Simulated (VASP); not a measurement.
# Te2Mo in VASP: further runs, part 3 of 3

VASP 6.6.1. The steps go on from the part before.

### 5 Single point, LDA

This run uses another cell than the first one.

The input, INCAR:

```
SYSTEM = Te2Mo
PREC = Accurate
ENCUT = 520
EDIFF = 1E-7
ISMEAR = 0
SIGMA = 0.02
LREAL = .FALSE.
LASPH = .TRUE.
NELM = 60
ALGO = Normal
ISIF = 2
LWAVE = .FALSE.
LCHARG = .FALSE.
GGA = CA
NBANDS = 20
```

The input, KPOINTS:

```
regular mesh
0
G
  12 12 2
  0 0 0
```

The input, POSCAR:

```
Te2Mo
1.0
    3.3105533605      0.0000000000      0.0000000000
   -1.6552766803      2.8670233108      0.0000000000
    0.0000000000      0.0000000000     16.7314198186
Te Mo
2 1
Direct
    0.3333333333      0.6666666667      0.8888669072
    0.3333333333      0.6666666667      0.1111330928
    0.0000000000      0.0000000000      0.0000000000
```

Potentials or basis: VASP PAW LDA potentials, release 64 (Te, Mo_sv).

On the command line:

```sh
$ cat potpaw_LDA.64/Te/POTCAR potpaw_LDA.64/Mo_sv/POTCAR > POTCAR
$ mpirun -np 1 vasp_std > vasp.out
```

OUTCAR:

```text
SYSTEM = Te2Mo
   PREC = Accurate
   ENCUT = 520
   EDIFF = 1E-7
   ISMEAR = 0
   LREAL = .FALSE.
   LASPH = .TRUE.
   NELM = 60
   ISIF = 2
   GGA = CA

 ion  position               nearest neighbor table
   1  0.333  0.667  0.889-   3 2.67   3 2.67   3 2.67
   2  0.333  0.667  0.111-   3 2.67   3 2.67   3 2.67
   3  0.000  0.000  0.000-   1 2.67   2 2.67   1 2.67   2 2.67   1 2.67   2 2.67

  LATTYP: Found a hexagonal cell.
 ALAT       =     3.3105533605
 C/A-ratio  =     5.0539646991

  Lattice vectors:

 A1 = (   3.3105533605,   0.0000000000,   0.0000000000)
 A2 = (  -1.6552766803,   2.8670233108,   0.0000000000)
 A3 = (   0.0000000000,   0.0000000000,  16.7314198186)

Analysis of symmetry for initial positions (statically):
=====================================================================
 Subroutine PRICEL returns:
 Original cell was already a primitive cell.

 Routine SETGRP: Setting up the symmetry group for a
 hexagonal supercell.

 Subroutine GETGRP returns: Found 12 space group operations
 (whereof 12 operations were pure point group operations)
 out of a pool of 24 trial point group operations.

The static configuration has the point symmetry D_3h.

Analysis of symmetry for dynamics (positions and initial velocities):
=====================================================================
 Subroutine PRICEL returns:
 Original cell was already a primitive cell.

 Routine SETGRP: Setting up the symmetry group for a
 hexagonal supercell.

 Subroutine GETGRP returns: Found 12 space group operations
 (whereof 12 operations were pure point group operations)
 out of a pool of 24 trial point group operations.

The dynamic configuration has the point symmetry D_3h.

 Subroutine INISYM returns: Found 12 space group operations
 (whereof 12 operations are pure point group operations),
 and found     1 'primitive' translations

----------------------------------------------------------------------------------------

                                     Primitive cell

  volume of cell :     158.8052

  direct lattice vectors                    reciprocal lattice vectors
     3.310553361  0.000000000  0.000000000     0.302064305  0.174396908  0.000000000
    -1.655276680  2.867023311  0.000000000     0.000000000  0.348793816  0.000000000
     0.000000000  0.000000000 16.731419819     0.000000000  0.000000000  0.059767791

  length of vectors
     3.310553361  3.310553361 16.731419819     0.348793816  0.348793816  0.059767791

  position of ions in fractional coordinates (direct lattice)
     0.333333333  0.666666667  0.888866907
     0.333333333  0.666666667  0.111133093
     0.000000000  0.000000000  0.000000000

  ion indices of the primitive-cell ions
   primitive index   ion index
                 1           1
                 2           2
                 3           3

----------------------------------------------------------------------------------------

 KPOINTS: regular mesh

Automatic generation of k-mesh.
 Grid dimensions read from file:
 generate k-points for:   12   12    2

 Generating k-lattice:

  Cartesian coordinates                     Fractional coordinates (reciprocal lattice)
     0.025172025  0.014533076  0.000000000     0.083333333 -0.000000000  0.000000000
     0.000000000  0.029066151  0.000000000     0.000000000  0.083333333  0.000000000
     0.000000000  0.000000000  0.029883895     0.000000000  0.000000000  0.500000000

  Length of vectors
     0.029066151  0.029066151  0.029883895

  Shift w.r.t. Gamma in fractional coordinates (k-lattice)
     0.000000000  0.000000000  0.000000000

 Subroutine IBZKPT returns following result:
 ===========================================

 Found     38 irreducible k-points:

 Following reciprocal coordinates:
            Coordinates               Weight
  0.000000  0.000000  0.000000      1.000000
  0.083333  0.000000  0.000000      6.000000
  0.166667  0.000000  0.000000      6.000000
  0.250000  0.000000  0.000000      6.000000
  0.333333 -0.000000  0.000000      6.000000
  0.416667 -0.000000  0.000000      6.000000
[... 16 lines left out ...]
  0.250000  0.000000  0.500000      6.000000
  0.333333 -0.000000  0.500000      6.000000
 [... further k-points ...]
   k-points           NKPTS =     38   k-points in BZ     NKDIM =     38   number of bands    NBANDS=     20
   number of dos      NEDOS =    301   number of ions     NIONS =      3
   total plane-waves  NPLWV =  98784
   dimension x,y,z NGX =    28 NGY =   28 NGZ =  126
   dimension x,y,z NGXF=    56 NGYF=   56 NGZF=  252
   ions per type =               2   1
   NGX,Y,Z   is equivalent  to a cutoff of  14.06, 14.06, 12.52 a.u.
   NGXF,Y,Z  is equivalent  to a cutoff of  28.12, 28.12, 25.04 a.u.
 SYSTEM =  Te2Mo
   PREC   = accura    normal or accurate (medium, high low for compatibility)
   ISTART =      0    job   : 0-new  1-cont  2-samecut
   ICHARG =      2    charge: 1-file 2-atom 10-const
   ISPIN  =      1    spin polarized calculation?
   LNONCOLLINEAR =      F non collinear calculations
   LSORBIT =      F    spin-orbit coupling
   LASPH  =      T    aspherical Exc in radial PAW
   ENCUT  =  520.0 eV  38.22 Ry    6.18 a.u.   6.16  6.16 31.11*2*pi/ulx,y,z
   NELM   =     60;   NELMIN=  2; NELMDL= -5     # of ELM steps
   EDIFF  = 0.1E-06   stopping-criterion for ELM
   LREAL  =      F    real-space projection
   EDIFFG = 0.1E-05   stopping-criterion for IOM
   NSW    =      0    number of steps for IOM
   IBRION =     -1    ionic relax: 0-MD 1-quasi-New 2-CG
   NFREE  =      0    steps in history (QN), initial steepest desc. (CG)
   ISIF   =      2    stress and relaxation
   ISYM   =      2    0-nonsym 1-usesym 2-fastsym
   POTIM  = 0.5000    time-step for ionic-motion
   TEBEG  =    0.0;   TEEND  =   0.0 temperature during run
   PSTRESS=    0.0 pullay stress
   NELECT =      26.0000    total number of electrons
   NUPDOWN=      -1.0000    fix difference up-down
   EMIN   =  10.00;   EMAX   =-10.00  energy-range for DOS
   EFERMI =   0.00;   METHOD = LEGACY
   ISMEAR =     0;   SIGMA  =   0.02  broadening in eV -4-tet -1-fermi 0-gaus
   EFERMI_NEDOS =   21; number of points for ismear=-14 and -15
   IALGO  =     38    algorithm
   IMIX   =      4    mixing-type and parameters
     AMIX     =   0.40;   BMIX     =  1.00
     AMIX_MAG =   1.60;   BMIX_MAG =  1.00
  volume/ion in A,a.u.               =      52.94       357.22
  Fermi-wavevector in a.u.,A,eV,Ry     =   0.895594  1.692427 10.913073  0.802088
  Thomas-Fermi vector in A             =   2.017946
   LORBIT       =      0    0 simple, 1 ext, 2 COOP (PROOUT), +10 PAW based schemes
   GGA     = CA    functional components
   LHFCALC =     F    Hartree Fock is set to
   AEXX    =    0.0000 exact exchange contribution
   IVDW    =     0    specifies the selected vdW correction
   LEPSILON=     F    determine dielectric tensor
   LRPA    =     F    only Hartree local field effects (RPA)
 non-spin polarized calculation
 Gauss-broadening in eV      SIGMA  =   0.02
  energy-cutoff  :      520.00
  volume of cell :      158.81
 maximum number of plane-waves:      4310
 NGX is ok and might be reduce to    28
   NGX = 13   NGY = 13   NGZ = 63

 number of electron      26.0000003 magnetization

 Free energy of the ion-electron system (eV)
  ---------------------------------------------------
  ext. energy  EPLUGINS =         0.00000000
  ---------------------------------------------------
  free energy    TOTEN  =       -20.29761323 eV

  energy without entropy =      -20.29761323  energy(sigma->0) =      -20.29761323

 E-fermi :   1.6007     XC(G=0):  -5.4242

 val. band max:        1.3834970719   @ k =   0.5000   0.0000   0.0000
 cond. band min:       2.2026105598   @ k =   0.2500   0.1667   0.0000
 fundamental gap:      0.8191134880
 Fermi energy:         1.6007147044

 k-point     1 :       0.0000    0.0000    0.0000
  band No.  band energies     occupation
      1     -59.0277      2.00000
      2     -33.5288      2.00000
      3     -33.1813      2.00000
      4     -33.1813      2.00000
      5     -12.3411      2.00000
      6     -11.4546      2.00000
[... 12 lines left out ...]
     19       5.6461      0.00000
     20       6.8226      0.00000
[... 507 lines left out ...]
 k-point    24 :       0.3333   -0.0000    0.5000
  band No.  band energies     occupation
      1     -59.0102      2.00000
      2     -33.4864      2.00000
      3     -33.3707      2.00000
      4     -33.2252      2.00000
      5     -10.5819      2.00000
      6     -10.1725      2.00000
[... 12 lines left out ...]
     19       7.1563      0.00000
     20       7.4317      0.00000

 [... further k-points ...]
[... 5 lines left out ...]
  --------------------------------------------------------------------------------------
  -------------------------------------------------------------------------------------
  Total        3.9306308      3.9306308      0.2052605     -0.0000000      0.0000000      0.0000000
  in kB       39.6559377     39.6559377      2.0708625     -0.0000000      0.0000000      0.0000000
  external PRESSURE =      27.1275793 kB  Pullay stress =       0.0000000 kB

 VOLUME and BASIS-vectors are now :
 -----------------------------------------------------------------------------
  energy-cutoff  :      520.00
  volume of cell :      158.81
      direct lattice vectors                 reciprocal lattice vectors
     3.310553361  0.000000000  0.000000000     0.302064305  0.174396908  0.000000000
    -1.655276680  2.867023311  0.000000000     0.000000000  0.348793816  0.000000000
     0.000000000  0.000000000 16.731419819     0.000000000  0.000000000  0.059767791

 POSITION                                       TOTAL-FORCE (eV/Angst)
 -----------------------------------------------------------------------------------
     -0.00000      1.91135     14.87201        -0.000000      0.000000     -0.058834
     -0.00000      1.91135      1.85941        -0.000000      0.000000      0.058834
      0.00000      0.00000      0.00000         0.000000     -0.000000      0.000000
 -----------------------------------------------------------------------------------
    total drift:                                0.000000     -0.000000     -0.000000

  FREE ENERGIE OF THE ION-ELECTRON SYSTEM (eV)
  ---------------------------------------------------
  free  energy   TOTEN  =       -20.2976132306 eV

  energy  without entropy=      -20.2976132306  energy(sigma->0) =      -20.29761323
```

stdout:

```text
POSCAR found type information on POSCAR TeMo
 POSCAR found :  2 types and       3 ions
 scaLAPACK will be used
 LDA part: xc-table for (Slater(with rela. corr.)+CA(PZ))
 , standard interpolation
 POSCAR, INCAR and KPOINTS ok, starting setup
 FFT: planning ... GRIDC
 FFT: planning ... GRID_SOFT
 FFT: planning ... GRID
 WAVECAR not read
 entering main loop
```

Wall time 4.6 min (1 thread of Intel Xeon 8259CL, shared host); peak memory 0.31 GiB.

Results:

- Free energy: -20.2976 eV
- Largest force: 0.059 eV/Å
- Band gap on the k mesh: 0.82 eV (least direct gap 1.36 eV)

Forces on the atoms (eV/Å):
```
Te   0.000  0.000 -0.059
Te   0.000  0.000  0.059
Mo   0.000  0.000  0.000
```

Caveat: spin-orbit coupling is left out, which moves the levels of the heavy elements.

### 6 Single point, LDA (equal strain along all axes, cell held: -3.0 %, then relaxed in part)

The input, INCAR:

```
PREC = Accurate
ENCUT = 520
EDIFF = 1E-6
ISMEAR = 0
SIGMA = 0.02
LREAL = False
LASPH = True
NELM = 80
ALGO = Normal
ISIF = 2
LWAVE = False
LCHARG = False
GGA = CA
NBANDS = 20
```

The input, KPOINTS:

```
Automatic mesh
0
Gamma
  12 12 2
```

The input, POSCAR:

```
Te2Mo
1.0
    3.3625515809      0.0000000000      0.0000000000
   -1.6812757904      2.9120550906      0.0000000000
    0.0000000000      0.0000000000     16.9942169885
Te Mo
2 1
Direct
    0.3333333333      0.6666666667      0.8918936679
    0.3333333333      0.6666666667      0.1081063321
    0.0000000000      0.0000000000      0.0000000000
```

Potentials or basis: VASP PAW LDA potentials, release 64 (Te, Mo_sv).

On the command line:

```sh
$ cat potpaw_LDA.64/Te/POTCAR potpaw_LDA.64/Mo_sv/POTCAR > POTCAR
$ mpirun -np 1 vasp_std > vasp.out
```

Wall time 4.8 min (1 thread of Intel Xeon 8259CL, shared host); peak memory 0.31 GiB.

The run converged. Its results:

- Free energy: -20.3962 eV
- Largest force: 0.059 eV/Å
- Band gap on the k mesh: 1.05 eV (least direct gap 1.49 eV)

Forces in eV/Å, atoms in the order of the input:
```
Te   0.000  0.000 -0.059
Te   0.000  0.000  0.059
Mo   0.000  0.000  0.000
```

Levels at points of the mesh, in eV from the valence-band top:
| k point | band 11 | band 12 | band 13 | band 14 | band 15 | band 16 |
| --- | --- | --- | --- | --- | --- | --- |
| (0.00, 0.00, 0.00) | -1.09 | -0.76 | -0.76 | 3.60 | 3.60 | 3.90 |
| (0.50, 0.00, 0.00) | -2.10 | -0.99 | 0.00 | 1.73 | 1.80 | 3.30 |
| (0.00, 0.00, 0.50) | -1.09 | -0.76 | -0.76 | 3.60 | 3.60 | 3.90 |
| (0.50, 0.00, 0.50) | -2.10 | -0.99 | 0.00 | 1.73 | 1.80 | 3.30 |

Caveat: the cell differs from its parent crystal (equal strain along all axes, cell held: -3.0 %, then relaxed in part); spin-orbit coupling is left out, which moves the levels of the heavy elements.

### 7 Summary

| cell | cutoff (eV) | gap on the mesh (eV) | largest force (eV/Å) |
| --- | --- | --- | --- |
| a = 3.467, b = 3.467, c = 17.783 Å, angles 90.0, 90.0, 120.0°, 3 atoms, atomic positions A | 500 | 1.24 | 0.05 |
| a = 3.467, b = 3.467, c = 18.045 Å, angles 90.0, 90.0, 120.0°, 3 atoms, atomic positions B | 500 | 1.24 | 0.05 |
| a = 3.311, b = 3.311, c = 16.731 Å, angles 90.0, 90.0, 120.0°, 3 atoms, atomic positions C | 520 | 0.82 | 0.06 |
| a = 3.363, b = 3.363, c = 16.994 Å, angles 90.0, 90.0, 120.0°, 3 atoms, atomic positions D | 520 | 1.05 | 0.06 |

Alike in all rows: task single point; level LDA; potentials or basis VASP PAW LDA potentials, release 64 (Te, Mo_sv); no spin polarisation; k mesh 12 × 12 × 2; smearing gaussian 0.02 eV.

Caveats: spin-orbit coupling is left out, which moves the levels of the heavy elements.

Total energies depend on the potentials used, so only differences within one code and one set of settings carry meaning.
